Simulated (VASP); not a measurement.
The system is CsPbBr3.

```
Cs Pb Br
1.0
     5.88166    0.00000    0.00000
     0.00000    5.88166    0.00000
     0.00000    0.00000    5.88166
Cs Pb Br
1 1 3
Direct
  0.00000 0.00000 0.00000
  0.50000 0.50000 0.50000
  0.50000 0.50000 0.00000
  0.00000 0.50000 0.50000
  0.50000 0.00000 0.50000
```

Base run:

```yaml
Program: VASP 6.6.1
Functional: r2SCAN
Potentials_or_basis: VASP PAW PBE potentials, release 64 (Cs_sv, Pb_d, Br)
Cutoff: 520 eV
k_mesh: 4 × 4 × 4
Occupations: fermi-dirac, width 0.05 eV
Spin: no spin polarisation
```

Its results: band gap on the k mesh 1.93 eV; pressure 0.7 GPa.

**Question.** The run is repeated on the same cell with these changes: functional from r2SCAN to PBEsol; further incar settings from ALGO = Normal; EDIFF = 1e-07; NBANDS = 30 to ALGO = Normal; EDIFF = 1e-06; NBANDS = 30. What comes out?

**Answer.** Band gap on the k mesh 1.45 eV; pressure 0.0 GPa.

Caveats: the PAW data sets were made with another functional, which shifts forces and pressure a little; spin-orbit coupling is left out, which moves the levels of the heavy elements.

A k mesh can miss the band edges.
